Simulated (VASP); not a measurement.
# LiPS3 (C2/m) in VASP: notebook, part 2 of 2

VASP 6.6.1.

## Step 4: Single point, PBE

This run uses another cell than the first one, of 22.17 Å³/atom.

Contents of INCAR:

```
SYSTEM = LiPS3
ALGO     = Normal         ! electronic algorithm
EDIFF    = 1E-6           ! SCF threshold, eV
ENCUT    = 520            ! plane-wave cutoff, eV
GGA      = PE             ! functional
ISIF     = 2              ! what is computed and relaxed
ISMEAR   = -1             ! smearing method
LASPH    = .True.         ! aspherical terms in the spheres
LCHARG   = .True.         ! write CHGCAR
LELF     = .True.         ! ELF
LREAL    = .False.        ! projectors in reciprocal space
LVHAR    = .True.       
LWAVE    = .False.        ! write WAVECAR
NBANDS   = 37             ! bands
NELM     = 80             ! most SCF steps
PREC     = Accurate       ! precision mode
SIGMA    = 0.02           ! smearing width, eV
```

Contents of KPOINTS:

```
k-points
0
Gamma
  4 4 4
  0 0 0
```

Contents of POSCAR:

```
LiPS3
1.0
    5.7026659836     -3.5917549033     -0.0855010073
    5.7026659836      3.5917549033     -0.0855010073
   -3.9763775970      0.0000000000      5.4714788393
Li P S
2 2 6
Direct
    0.7579678042      0.2420321958      0.0000000000
    0.2420321958      0.7579678042      0.0000000000
    0.1509154876      0.1509154876      0.5748570802
    0.8490845124      0.8490845124      0.4251429198
    0.2184250370      0.7815749630      0.5000000000
    0.7815749630      0.2184250370      0.5000000000
    0.1898315081      0.1898315081      0.3213523619
    0.8101684919      0.8101684919      0.6786476381
    0.3227013127      0.3227013127      0.9309848718
    0.6772986873      0.6772986873      0.0690151282
```

Potentials or basis: VASP PAW PBE potentials, release 64 (Li_sv, P, S).

The run is started by

```sh
cat potpaw_PBE.64/Li_sv/POTCAR potpaw_PBE.64/P/POTCAR potpaw_PBE.64/S/POTCAR > POTCAR
mpirun -np 1 vasp_std > vasp.out
```

OUTCAR:

```text
SYSTEM = LiPS3
   EDIFF = 1E-6
   ENCUT = 520
   GGA = PE
   ISIF = 2
   ISMEAR = -1
   LASPH = .True.
   LREAL = .False.
   NELM = 80
   PREC = Accurate

 ion  position               nearest neighbor table
   1  0.758  0.242  0.000-   9 2.57  10 2.57   7 2.61   8 2.61
   2  0.242  0.758  0.000-   9 2.57  10 2.57   7 2.61   8 2.61
   3  0.151  0.151  0.575-   9 1.99   7 2.01   5 2.15   6 2.15   4 2.95
   4  0.849  0.849  0.425-  10 1.99   8 2.01   5 2.15   6 2.15   3 2.95
   5  0.218  0.782  0.500-   3 2.15   4 2.15
   6  0.782  0.218  0.500-   3 2.15   4 2.15
[... 1182 lines left out ...]
  external PRESSURE =      -3.4519368 kB  Pullay stress =       0.0000000 kB

 VOLUME and BASIS-vectors are now :
 -----------------------------------------------------------------------------
  energy-cutoff  :      520.00
  volume of cell :      221.70
      direct lattice vectors                 reciprocal lattice vectors
     5.702665984 -3.591754903 -0.085501007     0.088644177 -0.139207717  0.064421837
     5.702665984  3.591754903 -0.085501007     0.088644177  0.139207717  0.064421837
    -3.976377597  0.000000000  5.471478839     0.002770427  0.000000000  0.184779343

 POSITION                                       TOTAL-FORCE (eV/Angst)
 -----------------------------------------------------------------------------------
      5.70267     -1.85311     -0.08550         0.000000     -0.000305      0.000000
      5.70267      1.85311     -0.08550         0.000000      0.000305      0.000000
     -0.56461      0.00000      3.11951         0.011759      0.000000      0.011508
      7.99356      0.00000      2.18097        -0.011759      0.000000     -0.011508
      3.71448      2.02270      2.65024         0.000000      0.091869     -0.000000
      3.71448     -2.02270      2.65024         0.000000     -0.091869     -0.000000
      0.88727      0.00000      1.72581        -0.067421      0.000000      0.060406
      6.54168      0.00000      3.57467         0.067421      0.000000     -0.060406
     -0.02143      0.00000      5.03868        -0.027720      0.000000     -0.085731
      7.45039      0.00000      0.26180         0.027720      0.000000      0.085731
 -----------------------------------------------------------------------------------
    total drift:                               -0.000000      0.000000      0.000000

  FREE ENERGIE OF THE ION-ELECTRON SYSTEM (eV)
  ---------------------------------------------------
  free  energy   TOTEN  =       -45.1173919675 eV

  energy  without entropy=      -45.1173919675  energy(sigma->0) =      -45.11739197
```

Run time: 3.8 min. Hardware: 1 thread of Intel Xeon Platinum 8259CL at 2.50GHz (Skylake/Cascade Lake), shared host; peak memory 0.43 GiB.

Results:

```
Free energy            : -45.1174 eV
Largest force          : 0.092 eV/Å
Band gap on the k mesh : 1.76 eV (least direct gap 2.13 eV)
```

Forces in eV/Å, atoms in the order of the input:
```
Li   0.000  0.000  0.000
Li   0.000  0.000  0.000
P    0.012  0.000  0.012
P   -0.012  0.000 -0.012
S    0.000  0.092  0.000
S    0.000 -0.092  0.000
S   -0.067  0.000  0.060
S    0.067  0.000 -0.060
S   -0.028  0.000 -0.086
S    0.028  0.000  0.086
```

Caveat: the cutoff is under 1.25 times the usual one of these potentials, so pressure, stress and relaxed cells hold a basis-set (Pulay) error. A hybrid or GW would open this gap; PBE tends to underestimate it.

## Step 5: Single point, r2SCAN

This run uses another cell than the first one, of 21.24 Å³/atom.

Contents of POSCAR:

```
LiPS3
1.0
    5.6126320027     -3.5348181361     -0.0164087110
    5.6126320027      3.5348181361     -0.0164087110
   -3.8489075168      0.0000000000      5.3653987531
Li P S
2 2 6
Direct
    0.7579781008      0.2420218992      0.0000000000
    0.2420218992      0.7579781008      0.0000000000
    0.1518771021      0.1518771021      0.5768089595
    0.8481228979      0.8481228979      0.4231910405
    0.2203747564      0.7796252436      0.5000000000
    0.7796252436      0.2203747564      0.5000000000
    0.1942944444      0.1942944444      0.3222043054
    0.8057055556      0.8057055556      0.6777956946
    0.3198799908      0.3198799908      0.9341204130
    0.6801200092      0.6801200092      0.0658795870
```

Contents of INCAR.step1:

```
ALGO     = Normal         # electronic algorithm
EDIFF    = 1E-4           # SCF threshold, eV
ENCUT    = 520            # plane-wave cutoff, eV
GGA      = PE             # functional
ISMEAR   = -1             # smearing method
LASPH    = True           # aspherical terms in the spheres
LCHARG   = False          # write CHGCAR
LREAL    = False          # projectors in reciprocal space
LWAVE    = True           # write WAVECAR
NBANDS   = 37             # bands
NELM     = 100            # most SCF steps
PREC     = Accurate       # precision mode
SIGMA    = 0.02           # smearing width, eV
```

Contents of INCAR.step2:

```
ALGO     = Normal         # electronic algorithm
EDIFF    = 1E-7           # SCF threshold, eV
ENCUT    = 520            # plane-wave cutoff, eV
ISIF     = 2              # what is computed and relaxed
ISMEAR   = -1             # smearing method
ISTART   = 1            
LASPH    = True           # aspherical terms in the spheres
LCHARG   = False          # write CHGCAR
LMIXTAU  = True         
LREAL    = False          # projectors in reciprocal space
LWAVE    = False          # write WAVECAR
METAGGA  = R2SCAN         # meta-GGA
NBANDS   = 37             # bands
NELM     = 100            # most SCF steps
PREC     = Accurate       # precision mode
SIGMA    = 0.02           # smearing width, eV
```

Contents of KPOINTS:

```
k-points
0
Gamma
  4 4 4
```

Potentials or basis: VASP PAW PBE potentials, release 64 (Li_sv, P, S).

The run is started by

```sh
cat potpaw_PBE.64/Li_sv/POTCAR potpaw_PBE.64/P/POTCAR potpaw_PBE.64/S/POTCAR > POTCAR
cp INCAR.step1 INCAR
mpirun -np 1 vasp_std > vasp.out
cp INCAR.step2 INCAR
mpirun -np 1 vasp_std > vasp.out
```

OUTCAR:

```text
EDIFF = 1E-7
   ENCUT = 520
   ISIF = 2
   ISMEAR = -1
   ISTART = 1
   LASPH = True
   LREAL = False
   METAGGA = R2SCAN
   NELM = 100
   PREC = Accurate

 ion  position               nearest neighbor table
   1  0.758  0.242  0.000-   9 2.56  10 2.56   7 2.60   8 2.60
   2  0.242  0.758  0.000-   9 2.56  10 2.56   7 2.60   8 2.60
   3  0.152  0.152  0.577-   9 1.98   7 2.00   5 2.14   6 2.14   4 2.93
   4  0.848  0.848  0.423-  10 1.98   8 2.00   5 2.14   6 2.14   3 2.93
   5  0.220  0.780  0.500-   3 2.14   4 2.14
   6  0.780  0.220  0.500-   3 2.14   4 2.14
[... 1181 lines left out ...]
  external PRESSURE =      -5.5250646 kB  Pullay stress =       0.0000000 kB

 VOLUME and BASIS-vectors are now :
 -----------------------------------------------------------------------------
  energy-cutoff  :      520.00
  volume of cell :      212.45
      direct lattice vectors                 reciprocal lattice vectors
     5.612632003 -3.534818136 -0.016408711     0.089271987 -0.141449993  0.064039904
     5.612632003  3.534818136 -0.016408711     0.089271987  0.141449993  0.064039904
    -3.848907517  0.000000000  5.365398753     0.000546031  0.000000000  0.186771137

 POSITION                                       TOTAL-FORCE (eV/Angst)
 -----------------------------------------------------------------------------------
      5.61263     -1.82381     -0.01641        -0.000000     -0.012662     -0.000000
      5.61263      1.82381     -0.01641        -0.000000      0.012662      0.000000
     -0.51522      0.00000      3.08983         0.026534      0.000000      0.019353
      7.89158      0.00000      2.24276        -0.026534      0.000000     -0.019353
      3.68818      1.97685      2.66629        -0.000000      0.117101      0.000000
      3.68818     -1.97685      2.66629        -0.000000     -0.117101     -0.000000
      0.94087      0.00000      1.72238        -0.095189      0.000000      0.064281
      6.43548      0.00000      3.61020         0.095189      0.000000     -0.064281
     -0.00461      0.00000      5.00143        -0.016245      0.000000     -0.115627
      7.38096      0.00000      0.33115         0.016245      0.000000      0.115627
 -----------------------------------------------------------------------------------
    total drift:                               -0.000000      0.000000      0.000000

  FREE ENERGIE OF THE ION-ELECTRON SYSTEM (eV)
  ---------------------------------------------------
  free  energy   TOTEN  =       -77.7454786977 eV

  energy  without entropy=      -77.7454786977  energy(sigma->0) =      -77.74547870
```

It took 18 min on 1 thread of Intel Xeon Platinum 8259CL at 2.50GHz (Skylake/Cascade Lake), shared host; peak memory 0.46 GiB.

Results:

```
Free energy            : -77.7455 eV
Largest force          : 0.117 eV/Å
Band gap on the k mesh : 2.12 eV (least direct gap 2.49 eV)
```

Forces on the atoms (eV/Å):
```
Li   0.000 -0.013  0.000
Li   0.000  0.013  0.000
P    0.027  0.000  0.019
P   -0.027  0.000 -0.019
S    0.000  0.117  0.000
S    0.000 -0.117  0.000
S   -0.095  0.000  0.064
S    0.095  0.000 -0.064
S   -0.016  0.000 -0.116
S    0.016  0.000  0.116
```

Caveat: the cutoff is under 1.25 times the usual one of these potentials, so pressure, stress and relaxed cells hold a basis-set (Pulay) error; the PAW data sets were made with another functional, which shifts forces and pressure a little. r2SCAN opens gaps a little over a GGA but as a rule still falls short of measured ones.

## Step 6: Overview

| level | potentials or basis | cell | gap on the mesh (eV) | largest force (eV/Å) |
| --- | --- | --- | --- | --- |
| LDA | VASP PAW LDA potentials, release 64 (Li_sv, P, S) | a = 6.326, b = 6.326, c = 6.275 Å, angles 118.3, 118.3, 63.9°, 10 atoms, atomic positions A | 1.67 | 0.11 |
| PBEsol | VASP PAW PBE potentials, release 64 (Li_sv, P, S) | a = 6.454, b = 6.454, c = 6.395 Å, angles 118.6, 118.6, 64.6°, 10 atoms, atomic positions B | 1.72 | 0.06 |
| PBE | VASP PAW PBE potentials, release 64 (Li_sv, P, S) | a = 6.740, b = 6.740, c = 6.764 Å, angles 120.5, 120.5, 64.4°, 10 atoms, atomic positions C | 1.76 | 0.09 |
| r2SCAN | VASP PAW PBE potentials, release 64 (Li_sv, P, S) | a = 6.633, b = 6.633, c = 6.603 Å, angles 119.7, 119.7, 64.4°, 10 atoms, atomic positions D | 2.12 | 0.12 |

Alike in all rows: task single point; no spin polarisation; k mesh 4 × 4 × 4; cutoff (eV) 520; smearing fermi-dirac 0.02 eV.

Caveats: the cutoff is under 1.25 times the usual one of these potentials, so pressure, stress and relaxed cells hold a basis-set (Pulay) error; the PAW data sets were made with another functional, which shifts forces and pressure a little (at least some runs).

Absolute energies hang on the potentials; compare differences alone.
